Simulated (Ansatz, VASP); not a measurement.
# CdTe in VASP and in Ansatz

```
Cd Te
1.0
     0.00000    3.14000    3.23420
     3.14000    0.00000    3.23420
     3.14000    3.14000    0.00000
Cd Te
1 1
Direct
  0.00000 0.00000 0.00000
  0.25000 0.25000 0.25000
```

Change from the starting cell: z stretched by +3 %, ions relaxed.

Alike in both runs: task relaxation of the atoms; functional PBE; k mesh 12 × 12 × 12; occupations fermi-dirac, width 0.02 eV; no spin polarisation.

|  | VASP | Ansatz |
| --- | --- | --- |
| version | VASP 6.6.1 | Ansatz 0.2.0 |
| potentials or method | VASP PAW PBE potentials, release 64 (Cd, Te) | plane-wave PAW, scalar-relativistic |
| plane-wave cutoff (eV) | 520 | 420 |
| valence electrons in the cell | 18 | 36 |

```tsv
	VASP	Ansatz	Ansatz less VASP
gap on the k mesh at the Fermi level, each at its own relaxed structure (eV)	0.93	0.93	-0.001
```

VASP's potentials hold 18 valence electrons a cell and Ansatz's 36, so a difference there can come from the potentials and not from the codes. Ansatz's warnings: stress scf threshold loose.

Spin-orbit coupling is off throughout. Noted on VASP's run: the relaxation stopped at its first step, so nothing moved.
